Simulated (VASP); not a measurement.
# C: relaxation of cell and atoms with PBE

Crystal: C.

```
CELL_PARAMETERS angstrom
-2.14960 2.14960 2.14960
2.14960 -2.14960 2.14960
2.14960 2.14960 -2.14960
ATOMIC_POSITIONS crystal
C 0.75000 0.25000 0.50000
C 0.25000 0.75000 0.50000
C 0.50000 0.25000 0.75000
C 0.75000 0.50000 0.25000
C 0.50000 0.75000 0.25000
C 0.25000 0.50000 0.75000
```

```yaml
Program: VASP 6.6.1
Task: relaxation of cell and atoms
Functional: PBE
Potentials_or_basis: VASP PAW PBE potentials, release 64 (C)
Cutoff: 600 eV
k_mesh: 6 × 6 × 6
Occupations: gaussian, width 0.1 eV
Spin: no spin polarisation
Dipole_correction: no
Further_INCAR_settings: ALGO = Normal; EDIFF = 1e-06; IBRION = 2; EDIFFG = -0.04; NSW = 90; ISIF = 3
```

```json
{
  "Relaxed volume": "7.02 Å³/atom",
  "Relaxed cell": "a = 3.796 Å, b = 3.796 Å, c = 3.796 Å, α = 109.47°, β = 109.47°, γ = 109.47°",
  "Space group after relaxing (to 0.05 Å)": "Im-3m (No. 229)",
  "Energy gained by relaxing": "24.8 meV/atom",
  "Ionic steps": "3",
  "Pressure after relaxing": "-0.2 GPa",
  "Band gap on the k mesh": "2.72 eV, indirect (least direct gap 3.35 eV)"
}
```

The path:
| step | energy change (eV) | largest force (eV/Å) | pressure (GPa) | volume (Å³) |
| --- | --- | --- | --- | --- |
| 1 | 0.0000 | 0.0000 | 21.22 | 39.73 |
| 2 | 0.0385 | 0.0000 | -19.57 | 44.99 |
| 3 | -0.1488 | 0.0000 | -0.24 | 42.11 |

Final structure:
```
C
1.0
    -2.19174    2.19174    2.19174
     2.19174   -2.19174    2.19174
     2.19174    2.19174   -2.19174
C
6
Direct
  0.75000 0.25000 0.50000
  0.25000 0.75000 0.50000
  0.50000 0.25000 0.75000
  0.75000 0.50000 0.25000
  0.50000 0.75000 0.25000
  0.25000 0.50000 0.75000
```

Levels at points of the mesh, in eV from the valence-band top:
```tsv
k point	band 10	band 11	band 12	band 13	band 14	band 15
(0.00, 0.00, 0.00)	-4.38	-4.38	-4.38	5.03	5.03	5.03
(0.50, 0.00, 0.00)	-3.52	-2.67	-1.49	4.83	5.65	7.33
(0.50, 0.50, 0.50)	0.00	0.00	0.00	4.18	4.18	4.18
```

It took 41 s on 1 thread of AMD EPYC 7R13 (shared host), peak memory 0.13 GiB.

A k mesh can miss the band edges.
